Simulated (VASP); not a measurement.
# ZnS: vibrations by perturbation theory with PBE

The system is ZnS.

```
CELL_PARAMETERS angstrom
3.81100 0.00000 0.00000
-1.90550 3.30042 0.00000
0.00000 0.00000 6.23400
ATOMIC_POSITIONS crystal
Zn 0.66667 0.33333 0.50000
Zn 0.33333 0.66667 0.00000
S 0.66667 0.33333 0.88500
S 0.33333 0.66667 0.38500
```

```json
{"Program": "VASP 6.6.1", "Task": "vibrations by perturbation theory", "Functional": "PBE", "Potentials or basis": "VASP PAW PBE potentials, release 64 (Zn, S)", "Cutoff": "520 eV", "k mesh": "7 × 7 × 4", "Occupations": "gaussian, width 0.01 eV", "Spin": "no spin polarisation", "Dipole correction": "no", "Further INCAR settings": "ALGO = Normal; EDIFF = 1e-08; IBRION = 8; NSW = 1"}
```

- Electronic dielectric tensor (diagonal): 5.94
- Born charges (mean of the diagonal): Zn +1.99; S -1.99 e
- Highest phonon frequency at Γ, LO-TO splitting left out: 311 cm⁻¹

Phonon frequencies in cm⁻¹ (negative: imaginary):
```
              q point                              frequencies
(0.000, 0.000, 0.000)  0 0 0 71 71 178 233 296 296 301 301 311
```

Electronic dielectric tensor:
```
5.94 0.00 0.00
0.00 5.94 0.00
0.00 0.00 5.94
```

Born effective charge tensors (e):
atom 1, Zn
```
1.96 0.00 0.00
0.00 1.96 0.00
0.00 0.00 2.06
```
atom 2, Zn
```
1.96 0.00 0.00
0.00 1.96 0.00
0.00 0.00 2.06
```
atom 3, S
```
-1.96  0.00  0.00
 0.00 -1.96  0.00
 0.00  0.00 -2.06
```
atom 4, S
```
-1.96  0.00  0.00
 0.00 -1.96  0.00
 0.00  0.00 -2.06
```

Wall time 33 min on 1 thread of AMD EPYC 7R13 (shared host), peak memory 0.48 GiB.

Caveat: the cell stands under pressure or tension, which shifts response properties.
